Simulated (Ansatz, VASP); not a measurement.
## InP: VASP beside Ansatz

File POSCAR:

```
InP
1.0
    0.0000000000      2.9800000000      2.9800000000
    2.9800000000      0.0000000000      2.9800000000
    2.9800000000      2.9800000000      0.0000000000
In P
1 1
Direct
    0.0000000000      0.0000000000      0.0000000000
    0.2500000000      0.2500000000      0.2500000000
```

Contents of INCAR.step1:

```
SYSTEM = InP
PREC = Accurate ; ENCUT = 520
EDIFF = 1E-5 ; ISMEAR = -1
SIGMA = 0.02 ; LREAL = .FALSE.
LASPH = .TRUE. ; NELM = 80
ALGO = Normal ; ISIF = 2
LWAVE = .TRUE. ; LCHARG = .FALSE.
GGA = PE ; NBANDS = 16
```

INCAR.step2

```
SYSTEM = InP
PREC = Accurate ; ENCUT = 520
EDIFF = 1E-7 ; ISMEAR = -1
SIGMA = 0.02 ; LREAL = .FALSE.
LASPH = .TRUE. ; NELM = 80
ALGO = Normal ; ISIF = 2
LWAVE = .FALSE. ; LCHARG = .FALSE.
GGA = PE ; LHFCALC = .TRUE.
HFSCREEN = 0.2079 ; PRECFOCK = Normal
ISTART = 1 ; NBANDS = 16
```

The input KPOINTS:

```
regular mesh
0
G
  6 6 6
  0 0 0
```

Input for Ansatz:

```yaml
crystal:
  lattice:
    - [0, 2.98, 2.98]
    - [2.98, 0, 2.98]
    - [2.98, 2.98, 0]
  atoms:
    - { symbol: In, position: [0, 0, 0] }
    - { symbol: P, position: [0.25, 0.25, 0.25] }
kpoints:
  mp_grid: { grid: [6, 6, 6] }
hamiltonian:
  xc: hse06
  pseudopotentials:
    kind: all_electron
    relativity: scalar
    datasets: crystal
    dataset_attempts: all
    nuclear_model: point
scf:
  occupations: { method: fermi_dirac, width: 0.02 }
  convergence: { dr2_threshold: "1e-9 eV" }
  max_iter: 400
  exx: { singularity: regularized }
  lower_state_search: "off"
output:
  forces: true
  stress: true
```

Alike in both runs: task single point; functional HSE06; k mesh 6 × 6 × 6; occupations fermi-dirac, width 0.02 eV; no spin polarisation.

```csv
,VASP,Ansatz
version,VASP 6.6.1,Ansatz 0.2.0 development build
potentials or method,"VASP PAW PBE potentials, release 64 (In_d, P), cutoff 520 eV","plane waves, all-electron PAW datasets generated for the crystal"
```

|  | VASP | Ansatz | Ansatz less VASP |
| --- | --- | --- | --- |
| gap on the k mesh at the Fermi level (eV) | 1.19 | 1.19 | +0.003 |

Ansatz ran all-electron here, and VASP with PAW potentials.
